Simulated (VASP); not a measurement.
Si2Sn, 3 atoms in the cell. It takes space group Fm-3m (No. 225, cubic). Conventional cell: a = 6.012 Å, b = 6.012 Å, c = 6.012 Å, α = 90.00°, β = 90.00°, γ = 90.00°. Within 3.4 Å of Si (site symmetry -43m) lie 4 Sn at 2.60 Å and 6 Si at 3.01 Å. Within 3.4 Å of Sn (site symmetry m-3m) lie 8 Si at 2.60 Å. 

- Program: VASP 6.6.1
- Task: single point
- Functional: r2SCAN
- Potentials or basis: VASP PAW PBE potentials, release 64 (Si, Sn_d)
- Cutoff: 520 eV
- k mesh: 6 × 6 × 6
- Occupations: gaussian, width 0.1 eV
- Spin: no spin polarisation
- Dipole correction: no
- Further INCAR settings: ALGO = Normal; EDIFF = 1e-07; NBANDS = 18

Potentials or basis: VASP PAW PBE potentials, release 64 (Si, Sn_d).

Command:

```sh
$ cat potpaw_PBE.64/Si/POTCAR potpaw_PBE.64/Sn_d/POTCAR > POTCAR
$ cp INCAR.step1 INCAR
$ mpirun -np 1 vasp_std > vasp.out
$ cp INCAR.step2 INCAR
$ mpirun -np 1 vasp_std > vasp.out
```

Hardware: 1 thread of Intel Xeon 8259CL, on a shared host.

Question: How long does it take, and how much memory?

Answer: Run time: 62 s on 1 thread of Intel Xeon 8259CL (shared host), peak memory 0.19 GiB. Counts: k points 16.
